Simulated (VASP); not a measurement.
# NbP (I4_1md) in VASP: settings compared, part 2 of 2

VASP 6.6.1. Earlier steps stand in the parts before.

**4. Single point, LDA+U**

This run uses another cell than the first one, of 16.10 Å³/atom.

Contents of INCAR:

```
PREC = Accurate
ENCUT = 520
EDIFF = 1E-7
ISMEAR = -1
SIGMA = 0.05
LREAL = F
LASPH = T
NELM = 150
ALGO = Normal
ISIF = 2
LWAVE = F
LCHARG = F
LMAXMIX = 4
LDAU = T
LDAUTYPE = 2
LDAUL = 2 -1
LDAUU = 6 0
LDAUJ = 0 0
LDAUPRINT = 1
NBANDS = 26
```

Contents of KPOINTS:

```
Automatic mesh
0
Gamma
  11 11 11
```

Contents of POSCAR:

```
NbP
1.0
   -1.6749232544      1.6749232544      5.7401081759
    1.6749232544     -1.6749232544      5.7401081759
    1.6749232544      1.6749232544     -5.7401081759
Nb P
2 2
Direct
    0.2498808000      0.7498808000      0.5000000000
    0.4998808000      0.4998808000      0.0000000000
    0.8327477700      0.3327477700      0.5000000000
    0.0827477700      0.0827477700      0.0000000000
```

Potentials or basis: VASP PAW LDA potentials, release 64 (Nb_sv, P).

Command:

```bash
> cat potpaw_LDA.64/Nb_sv/POTCAR potpaw_LDA.64/P/POTCAR > POTCAR
> mpirun -np 1 vasp_std > vasp.out
```

OUTCAR:

```text
PREC = Accurate
   ENCUT = 520
   EDIFF = 1E-7
   ISMEAR = -1
   LREAL = F
   LASPH = T
   NELM = 150
   ISIF = 2

 ion  position               nearest neighbor table
   1  0.250  0.750  0.500-   4 2.55   4 2.55   3 2.55   3 2.55   3 2.55   3 2.55
   2  0.500  0.500  0.000-   3 2.55   3 2.55   4 2.55   4 2.55   4 2.55   4 2.55
   3  0.833  0.333  0.500-   2 2.55   2 2.55   1 2.55   1 2.55   1 2.55   1 2.55
   4  0.083  0.083  0.000-   1 2.55   1 2.55   2 2.55   2 2.55   2 2.55   2 2.55

  LATTYP: Found a body centered tetragonal cell.
 ALAT       =     3.3498465088
 C/A-ratio  =     3.4270872775

  Lattice vectors:

 A1 = (  -1.6749232544,   1.6749232544,   5.7401081759)
 A2 = (   1.6749232544,  -1.6749232544,   5.7401081759)
 A3 = (   1.6749232544,   1.6749232544,  -5.7401081759)

Analysis of symmetry for initial positions (statically):
=====================================================================
 Subroutine PRICEL returns:
 Original cell was already a primitive cell.

 Routine SETGRP: Setting up the symmetry group for a
[... 238 lines left out ...]
  ext. energy  EPLUGINS =         0.00000000
  ---------------------------------------------------
  free energy    TOTEN  =       -28.46843687 eV

  energy without entropy =      -28.46415216  energy(sigma->0) =      -28.46629452

 E-fermi :  11.0845     XC(G=0): -12.1806

 val. band max:       11.0689685235   @ k =  -0.1818   0.3636   0.1818
 cond. band min:      11.1108761425   @ k =  -0.0909  -0.4545   0.0909
 fundamental gap:      0.0419076190
 Fermi energy:        11.0845462214

 k-point     1 :       0.0000    0.0000    0.0000
  band No.  band energies     occupation
      1     -45.0389      2.00000
      2     -45.0029      2.00000
      3     -21.3787      2.00000
      4     -21.2125      2.00000
      5     -21.2125      2.00000
      6     -21.0655      2.00000
[... 685 lines left out ...]
     25      15.1731      0.00000
     26      16.4062      0.00000

 [... further k-points ...]
[... 5 lines left out ...]
  --------------------------------------------------------------------------------------
  -------------------------------------------------------------------------------------
  Total       -0.2391544     -0.2391544     -0.4127913      0.0000000      0.0000000      0.0000000
  in kB       -5.9486599     -5.9486599    -10.2676539      0.0000000      0.0000000      0.0000000
  external PRESSURE =      -7.3883246 kB  Pullay stress =       0.0000000 kB

 VOLUME and BASIS-vectors are now :
 -----------------------------------------------------------------------------
  energy-cutoff  :      520.00
  volume of cell :       64.41
      direct lattice vectors                 reciprocal lattice vectors
    -1.674923254  1.674923254  5.740108176     0.000000000  0.298521140  0.087106372
     1.674923254 -1.674923254  5.740108176     0.298521140  0.000000000  0.087106372
     1.674923254  1.674923254 -5.740108176     0.298521140  0.298521140  0.000000000

 POSITION                                       TOTAL-FORCE (eV/Angst)
 -----------------------------------------------------------------------------------
      1.67492      0.00000      2.86869         0.000000      0.000000     -0.002624
      0.00000      0.00000      5.73874        -0.000000     -0.000000     -0.002624
      0.00000      1.67492      3.82002        -0.000000      0.000000      0.002624
      0.00000      0.00000      0.94996         0.000000     -0.000000      0.002624
 -----------------------------------------------------------------------------------
    total drift:                               -0.000000     -0.000000      0.000010

  FREE ENERGIE OF THE ION-ELECTRON SYSTEM (eV)
  ---------------------------------------------------
  free  energy   TOTEN  =       -28.4684368728 eV

  energy  without entropy=      -28.4641521648  energy(sigma->0) =      -28.46629452
```

stdout:

```text
POSCAR found type information on POSCAR NbP
 POSCAR found :  2 types and       4 ions
 scaLAPACK will be used
 LDA part: xc-table for (Slater(with rela. corr.)+CA(PZ))
 , standard interpolation
 POSCAR, INCAR and KPOINTS ok, starting setup
 FFT: planning ... GRIDC
 FFT: planning ... GRID_SOFT
 FFT: planning ... GRID
 WAVECAR not read
 entering main loop
```

Run time: 7.2 min. Hardware: 1 thread of Intel Xeon Platinum 8259CL at 2.50GHz (Skylake/Cascade Lake), shared host; peak memory 0.37 GiB.

Results:

```
Free energy            : -28.4684 eV
Pressure               : -0.7 GPa
Band gap on the k mesh : zero (bands 18 and 19 overlap by 0.06 eV)
```

Forces on the atoms (eV/Å):
```
Nb   0.000  0.000 -0.003
Nb   0.000  0.000 -0.003
P    0.000  0.000  0.003
P    0.000  0.000  0.003
```

Stress tensor (GPa, compression positive):
```
-0.59  0.00  0.00
 0.00 -0.59  0.00
 0.00  0.00 -1.03
```

Eigenvalues of the final occupation matrices:
```csv
site,spin,trace,eigenvalues
site 1 d,1,1.01,0.18 0.19 0.21 0.21 0.21
site 1 d,2,1.01,0.18 0.19 0.21 0.21 0.21
site 2 d,1,1.01,0.18 0.19 0.21 0.21 0.21
site 2 d,2,1.01,0.18 0.19 0.21 0.21 0.21
```

Caveat: U without spin polarisation on a metal has little footing; the U is typed as a test and isn't derived for this compound.

**5. Single point, PBEsol+U**

This run uses another cell than the first one, of 15.75 Å³/atom.

Contents of INCAR:

```
SYSTEM = NbP
  ALGO = Normal
  EDIFF = 1E-6
  ENCUT = 520
  GGA = PS
  ISIF = 2
  ISMEAR = -1
  LASPH = .TRUE.
  LCHARG = .FALSE.
  LDAU = .TRUE.
  LDAUJ = 0 0
  LDAUL = 2 -1
  LDAUPRINT = 1
  LDAUTYPE = 2
  LDAUU = 5 0
  LMAXMIX = 4
  LREAL = .FALSE.
  LWAVE = .FALSE.
  NBANDS = 26
  NELM = 150
  PREC = Accurate
  SIGMA = 0.05
```

Contents of KPOINTS:

```
k-points
0
G
  11 11 11
  0 0 0
```

Contents of POSCAR:

```
NbP
1.0
   -1.6626525900      1.6626525900      5.6973720663
    1.6626525900     -1.6626525900      5.6973720663
    1.6626525900      1.6626525900     -5.6973720663
Nb P
2 2
Direct
    0.2498893656      0.7498893656      0.5000000000
    0.4998893656      0.4998893656      0.0000000000
    0.8327392044      0.3327392044      0.5000000000
    0.0827392044      0.0827392044      0.0000000000
```

Potentials or basis: VASP PAW PBE potentials, release 64 (Nb_sv, P).

Command:

```bash
> cat potpaw_PBE.64/Nb_sv/POTCAR potpaw_PBE.64/P/POTCAR > POTCAR
> mpirun -np 1 vasp_std > vasp.out
```

Run time: 4.2 min. Hardware: 1 thread of Intel Xeon 6975P-C (Granite Rapids), shared host; peak memory 0.42 GiB.

The run converged. Its results:

| Quantity | Value |
| --- | --- |
| Free energy | -28.9630 eV |
| Pressure | 5.5 GPa |
| Largest force | 0.008 eV/Å |
| Band gap on the k mesh | zero (bands 18 and 19 overlap by 0.02 eV) |

Forces on the atoms (eV/Å):
```
Nb   0.000  0.000  0.008
Nb   0.000  0.000  0.008
P    0.000  0.000 -0.008
P    0.000  0.000 -0.008
```

Stress tensor (GPa, compression positive):
```
5.97 0.00 0.00
0.00 5.97 0.00
0.00 0.00 4.49
```

Levels at points of the mesh, in eV from the Fermi level:
```
           k point  band 16  band 17  band 18  band 19  band 20  band 21
(0.00, 0.00, 0.00)    -1.83    -1.54    -1.54     0.96     1.79     2.62
```

Eigenvalues of the final occupation matrices:
| site | spin | trace | eigenvalues |
| --- | --- | --- | --- |
| site 1 d | 1 | 1.05 | 0.19 0.21 0.21 0.22 0.22 |
| site 1 d | 2 | 1.05 | 0.19 0.21 0.21 0.22 0.22 |
| site 2 d | 1 | 1.05 | 0.19 0.21 0.21 0.22 0.22 |
| site 2 d | 2 | 1.05 | 0.19 0.21 0.21 0.22 0.22 |

Caveat: the cell stands under pressure; the PAW data sets were made with another functional, which shifts forces and pressure a little; U without spin polarisation on a metal has little footing; the U is typed as a test and isn't derived for this compound.

**6. Single point, PBEsol+U**

This run uses another cell than the first one, of 15.87 Å³/atom.

Contents of INCAR:

```
SYSTEM = NbP
ALGO = Normal
EDIFF = 1E-6
ENCUT = 520
GGA = PS
ISIF = 2
ISMEAR = -1
LASPH = .TRUE.
LCHARG = .TRUE.
LDAU = .TRUE.
LDAUJ = 0 0
LDAUL = 2 -1
LDAUPRINT = 1
LDAUTYPE = 2
LDAUU = 6 0
LELF = .TRUE.
LMAXMIX = 4
LREAL = .FALSE.
LVHAR = .TRUE.
LWAVE = .FALSE.
NBANDS = 26
NELM = 150
PREC = Accurate
SIGMA = 0.05
```

KPOINTS is that of step 5.

Contents of POSCAR:

```
NbP
1.0
   -1.6609203810      1.6609203810      5.7510190038
    1.6609203810     -1.6609203810      5.7510190038
    1.6609203810      1.6609203810     -5.7510190038
Nb P
2 2
Direct
    0.2493517743      0.7493517743      0.5000000000
    0.4993517743      0.4993517743      0.0000000000
    0.8332767957      0.3332767957      0.5000000000
    0.0832767957      0.0832767957      0.0000000000
```

Potentials or basis: VASP PAW PBE potentials, release 64 (Nb_sv, P).

Command:

```bash
> cat potpaw_PBE.64/Nb_sv/POTCAR potpaw_PBE.64/P/POTCAR > POTCAR
> mpirun -np 1 vasp_std > vasp.out
```

OUTCAR:

```text
SYSTEM = NbP
   EDIFF = 1E-6
   ENCUT = 520
   GGA = PS
   ISIF = 2
   ISMEAR = -1
   LASPH = .TRUE.
   LREAL = .FALSE.
   NELM = 150
   PREC = Accurate

 ion  position               nearest neighbor table
   1  0.249  0.749  0.500-   4 2.53   4 2.53   3 2.54   3 2.54   3 2.54   3 2.54
   2  0.499  0.499  0.000-   3 2.53   3 2.53   4 2.54   4 2.54   4 2.54   4 2.54
   3  0.833  0.333  0.500-   2 2.53   2 2.53   1 2.54   1 2.54   1 2.54   1 2.54
   4  0.083  0.083  0.000-   1 2.53   1 2.53   2 2.54   2 2.54   2 2.54   2 2.54

  LATTYP: Found a body centered tetragonal cell.
 ALAT       =     3.3218407620
 C/A-ratio  =     3.4625494814

  Lattice vectors:

 A1 = (  -1.6609203810,   1.6609203810,   5.7510190038)
 A2 = (   1.6609203810,  -1.6609203810,   5.7510190038)
 A3 = (   1.6609203810,   1.6609203810,  -5.7510190038)

Analysis of symmetry for initial positions (statically):
=====================================================================
 Subroutine PRICEL returns:
 Original cell was already a primitive cell.

 Routine SETGRP: Setting up the symmetry group for a
 body centered tetragonal supercell.

 Subroutine GETGRP returns: Found  8 space group operations
[... 236 lines left out ...]
  ---------------------------------------------------
  free energy    TOTEN  =       -27.33457039 eV

  energy without entropy =      -27.33043429  energy(sigma->0) =      -27.33250234

 E-fermi :  11.3394     XC(G=0): -12.1982

 val. band max:       11.3311372205   @ k =  -0.2727   0.2727   0.2727
 cond. band min:      11.3814916023   @ k =  -0.0909  -0.4545   0.0909
 fundamental gap:      0.0503543818
 Fermi energy:        11.3393894614

 k-point     1 :       0.0000    0.0000    0.0000
  band No.  band energies     occupation
      1     -44.9761      2.00000
      2     -44.9400      2.00000
      3     -21.1924      2.00000
      4     -20.9974      2.00000
      5     -20.9974      2.00000
      6     -20.8535      2.00000
[... 685 lines left out ...]
     25      15.5611      0.00000
     26      16.7907      0.00000

 [... further k-points ...]
[... 5 lines left out ...]
  --------------------------------------------------------------------------------------
  -------------------------------------------------------------------------------------
  Total        2.6365380      2.6365380      1.5100779      0.0000000      0.0000000      0.0000000
  in kB       66.5644270     66.5644270     38.1247950      0.0000000      0.0000000      0.0000000
  external PRESSURE =      57.0845497 kB  Pullay stress =       0.0000000 kB

 VOLUME and BASIS-vectors are now :
 -----------------------------------------------------------------------------
  energy-cutoff  :      520.00
  volume of cell :       63.46
      direct lattice vectors                 reciprocal lattice vectors
    -1.660920381  1.660920381  5.751019004     0.000000000  0.301037910  0.086941114
     1.660920381 -1.660920381  5.751019004     0.301037910  0.000000000  0.086941114
     1.660920381  1.660920381 -5.751019004     0.301037910  0.301037910  0.000000000

 POSITION                                       TOTAL-FORCE (eV/Angst)
 -----------------------------------------------------------------------------------
      1.66092      0.00000      2.86805         0.000000      0.000000      0.084626
      0.00000      0.00000      5.74356         0.000000      0.000000      0.084626
     -0.00000      1.66092      3.83336        -0.000000      0.000000     -0.084626
      0.00000      0.00000      0.95785         0.000000     -0.000000     -0.084626
 -----------------------------------------------------------------------------------
    total drift:                               -0.000000     -0.000000     -0.000203

  FREE ENERGIE OF THE ION-ELECTRON SYSTEM (eV)
  ---------------------------------------------------
  free  energy   TOTEN  =       -27.3345703921 eV

  energy  without entropy=      -27.3304342875  energy(sigma->0) =      -27.33250234
```

OSZICAR:

```text
N       E                     dE             d eps       ncg     rms          rms(c)
DAV:   1     0.361206768051E+03    0.36121E+03   -0.19179E+04  6552   0.139E+03
DAV:   2    -0.143895697144E+01   -0.36265E+03   -0.35226E+03  8472   0.521E+02
DAV:   3    -0.291526766567E+02   -0.27714E+02   -0.27381E+02 12216   0.108E+02
DAV:   4    -0.307750275510E+02   -0.16224E+01   -0.16150E+01 10064   0.209E+01
DAV:   5    -0.308501373825E+02   -0.75110E-01   -0.75066E-01 11960   0.496E+00    0.102E+01
DAV:   6    -0.273160594456E+02    0.35341E+01   -0.10921E+01 10360   0.258E+01    0.493E+00
DAV:   7    -0.273334121693E+02   -0.17353E-01   -0.11167E+00 11872   0.586E+00    0.352E+00
DAV:   8    -0.273342800619E+02   -0.86789E-03   -0.12237E-01  9472   0.260E+00    0.577E-01
DAV:   9    -0.273338968381E+02    0.38322E-03   -0.22956E-02 12080   0.138E+00    0.380E-01
DAV:  10    -0.273345618842E+02   -0.66505E-03   -0.26872E-03  9080   0.462E-01    0.103E-01
DAV:  11    -0.273345692844E+02   -0.74003E-05   -0.31518E-04 11016   0.167E-01    0.298E-02
DAV:  12    -0.273345697022E+02   -0.41772E-06   -0.20503E-05 11664   0.349E-02    0.630E-03
DAV:  13    -0.273345703921E+02   -0.68991E-06   -0.46975E-06  8024   0.232E-02
   1 F= -.27334570E+02 E0= -.27332502E+02  d E =-.413610E-02
```

stdout:

```text
POSCAR found type information on POSCAR NbP
 POSCAR found :  2 types and       4 ions
 scaLAPACK will be used
 -----------------------------------------------------------------------------
|                                                                             |
|                                                                             |
|     You enforced a specific xc type in the INCAR file but a different       |
|     I HOPE YOU KNOW WHAT YOU ARE DOING!                                     |
|                                                                             |
 -----------------------------------------------------------------------------

 LDA part: xc-table for (Slater+PW92), standard interpolation
 POSCAR, INCAR and KPOINTS ok, starting setup
 FFT: planning ... GRIDC
 FFT: planning ... GRID_SOFT
 FFT: planning ... GRID
 WAVECAR not read
 entering main loop
```

Run time: 4.3 min. Hardware: 1 thread of Intel Xeon 6975P-C (Granite Rapids), shared host; peak memory 0.42 GiB.

What came out:

- Free energy: -27.3346 eV
- Pressure: 5.7 GPa
- Largest force: 0.085 eV/Å
- Band gap on the k mesh: zero (bands 18 and 19 overlap by 0.10 eV)

Forces in eV/Å, atoms in the order of the input:
```
Nb   0.000  0.000  0.085
Nb   0.000  0.000  0.085
P    0.000  0.000 -0.085
P    0.000  0.000 -0.085
```

Stress tensor (GPa, compression positive):
```
6.66 0.00 0.00
0.00 6.66 0.00
0.00 0.00 3.81
```

Eigenvalues of the final occupation matrices:
| site | spin | trace | eigenvalues |
| --- | --- | --- | --- |
| site 1 d | 1 | 1.01 | 0.19 0.20 0.20 0.21 0.21 |
| site 1 d | 2 | 1.01 | 0.19 0.20 0.20 0.21 0.21 |
| site 2 d | 1 | 1.01 | 0.19 0.20 0.20 0.21 0.21 |
| site 2 d | 2 | 1.01 | 0.19 0.20 0.20 0.21 0.21 |

Caveat: the cell stands under pressure; the PAW data sets were made with another functional, which shifts forces and pressure a little; U without spin polarisation on a metal has little footing; the U is typed as a test and isn't derived for this compound.

**7. Overview**

| level | potentials or basis | U | cell | gap on the mesh (eV) | pressure (GPa) | largest force (eV/Å) |
| --- | --- | --- | --- | --- | --- | --- |
| LDA | VASP PAW LDA potentials, release 64 (Nb_sv, P) | - | a = 6.291 Å, angles 148.7, 148.7, 44.8°, 4 atoms, atomic positions A | none | -15.6 | - |
| r2SCAN | VASP PAW PBE potentials, release 64 (Nb_sv, P) | - | a = 6.083 Å, angles 148.7, 148.7, 44.8°, 4 atoms, atomic positions A | none | 11.2 | 0.02 |
| LDA+U | VASP PAW LDA potentials, release 64 (Nb_sv, P) | Nb d U = 6.0 eV | a = 6.210 Å, angles 148.7, 148.7, 44.8°, 4 atoms, atomic positions A | none | -0.7 | - |
| PBEsol+U | VASP PAW PBE potentials, release 64 (Nb_sv, P) | Nb d U = 5.0 eV | a = 6.164 Å, angles 148.7, 148.7, 44.9°, 4 atoms, atomic positions A | none | 5.5 | 0.01 |
| PBEsol+U | VASP PAW PBE potentials, release 64 (Nb_sv, P) | Nb d U = 6.0 eV | a = 6.212 Å, angles 149.0, 149.0, 44.4°, 4 atoms, atomic positions B | none | 5.7 | 0.08 |

Alike in all rows: task single point; no spin polarisation; k mesh 11 × 11 × 11; cutoff (eV) 520; smearing fermi-dirac 0.05 eV.

Caveats: the cell stands under pressure (at least some runs); the PAW data sets were made with another functional, which shifts forces and pressure a little (at least some runs); U without spin polarisation on a metal has little footing (at least some runs); the U is typed as a test and isn't derived for this compound (at least some runs); the cell stands under tension (at least some runs).

Total energies depend on the potentials used, so only differences within one code and one set of settings carry meaning.

The gap in the log of VASP goes by the Fermi energy; the results here count the filled bands.